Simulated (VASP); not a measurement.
Input of a VASP 6.6.1 run:

Contents of POSCAR:

```
SrO
1.0
    0.0000000000      2.6572890963      2.6572890963
    2.6572890963      0.0000000000      2.6572890963
    2.6572890963      2.6572890963      0.0000000000
Sr O
1 1
Direct
    0.0000000000      0.0000000000      0.0000000000
    0.5000000000      0.5000000000      0.5000000000
```

File INCAR.step1:

```
SYSTEM = SrO
PREC     = Accurate       ! precision mode
ENCUT    = 520            ! plane-wave cutoff, eV
ISMEAR   = 0              ! smearing method
SIGMA    = 0.01           ! smearing width, eV
LREAL    = .FALSE.        ! projectors in reciprocal space
LASPH    = .TRUE.         ! aspherical terms in the spheres
NELM     = 60             ! most SCF steps
NBANDS   = 15             ! bands
GGA      = PE             ! functional
ALGO     = Normal         ! electronic algorithm
EDIFF    = 1E-4           ! SCF threshold, eV
LWAVE    = .TRUE.         ! write WAVECAR
LCHARG   = .FALSE.        ! write CHGCAR
```

Contents of INCAR.step2:

```
SYSTEM = SrO
PREC     = Accurate       ! precision mode
ENCUT    = 520            ! plane-wave cutoff, eV
EDIFF    = 1E-6           ! SCF threshold, eV
ISMEAR   = 0              ! smearing method
SIGMA    = 0.01           ! smearing width, eV
LREAL    = .FALSE.        ! projectors in reciprocal space
LASPH    = .TRUE.         ! aspherical terms in the spheres
NELM     = 60             ! most SCF steps
ALGO     = Normal         ! electronic algorithm
ISIF     = 2              ! what is computed and relaxed
LWAVE    = .FALSE.        ! write WAVECAR
LCHARG   = .FALSE.        ! write CHGCAR
METAGGA  = R2SCAN         ! meta-GGA
LMIXTAU  = .TRUE.       
NBANDS   = 15             ! bands
ISTART   = 1
```

Contents of KPOINTS:

```
Automatic mesh
0
G
  8 8 8
  0 0 0
```

Potentials or basis: VASP PAW PBE potentials, release 64 (Sr_sv, O).

Launch:

```sh
$ cat potpaw_PBE.64/Sr_sv/POTCAR potpaw_PBE.64/O/POTCAR > POTCAR
$ cp INCAR.step1 INCAR
$ mpirun -np 1 vasp_std > vasp.out
$ cp INCAR.step2 INCAR
$ mpirun -np 1 vasp_std > vasp.out
```

Question: Predict the band gap on the k mesh.

Answer: 3.77 eV, indirect (least direct gap 3.91 eV).

Question: Predict the pressure.

Answer: -6.5 GPa.

Caveat: the cell differs from its parent crystal (strain +3.0%); the PAW data sets were made with another functional, which shifts forces and pressure a little. A k mesh can miss the band edges.
